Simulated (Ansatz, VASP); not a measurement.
# BN: VASP beside Ansatz

File INCAR:

```
PREC     = Accurate       # precision mode
ENCUT    = 520            # plane-wave cutoff, eV
EDIFF    = 1E-7           # SCF threshold, eV
ISMEAR   = -1             # smearing method
SIGMA    = 0.02           # smearing width, eV
LREAL    = False          # projectors in reciprocal space
LASPH    = True           # aspherical terms in the spheres
NELM     = 60             # most SCF steps
ALGO     = Normal         # electronic algorithm
ISIF     = 2              # what is computed and relaxed
LWAVE    = False          # write WAVECAR
LCHARG   = False          # write CHGCAR
GGA      = PE             # functional
NBANDS   = 11             # bands
```

Contents of KPOINTS:

```
Automatic mesh
0
Gamma
  12 12 12
```

Contents of POSCAR:

```
BN
1.0
    0.0000000000      1.8048254535      1.7598852997
    1.8048254535      0.0000000000      1.7598852997
    1.8048254535      1.8048254535      0.0000000000
B N
1 1
Direct
    0.0000000000      0.0000000000      0.0000000000
    0.2500000000      0.2500000000      0.2500000000
```

Input for Ansatz:

```yaml
crystal:
  lattice:
    - [0.0, 1.8048254535, 1.7598852997]
    - [1.8048254535, 0.0, 1.7598852997]
    - [1.8048254535, 1.8048254535, 0.0]
  atoms:
    - { symbol: B, position: [0.0, 0.0, 0.0] }
    - { symbol: "N", position: [0.25, 0.25, 0.25] }
kpoints:
  mp_grid: { grid: [12, 12, 12] }
  band_path:
    path:
      - [0.0, 0.0, 0.0]
      - [-0.5, -0.5, 0.0]
      - [-0.375, -0.375, 0.25]
      - [-0.375, 0.0, 0.375]
      - [0.0, 0.0, 0.5]
      - [-0.5, -0.25, 0.25]
    npoints: 1
hamiltonian:
  xc: pbe
scf:
  occupations: { method: fermi_dirac, width: 0.02 }
  n_extra_bands: 4
output:
  forces: true
  stress: true
  eigenvalues: true
```

Change from the starting cell: uniaxial_z strain -2.5%.

Alike in both runs: task single point; functional PBE; k mesh 12 × 12 × 12; occupations fermi-dirac, width 0.02 eV; no spin polarisation.

|  | VASP | Ansatz |
| --- | --- | --- |
| version | VASP 6.6.1 | Ansatz 0.2.0 |
| potentials or method | VASP PAW PBE potentials, release 64 (B, N) | plane waves, PAW |
| plane-wave cutoff (eV) | 520 | 420 |
| valence electrons in the cell | 8 | 8 |

```tsv
	VASP	Ansatz	Ansatz less VASP
gap on the k mesh at the Fermi level (eV)	4.03	4.05	+0.012
pressure (GPa)	15.3	15.0	-0.36
traceless stress, the component that is largest in VASP (GPa)	10.24	10.24	-0.003
```

With one functional, cell and mesh, what is left measures potentials, basis and numerics.
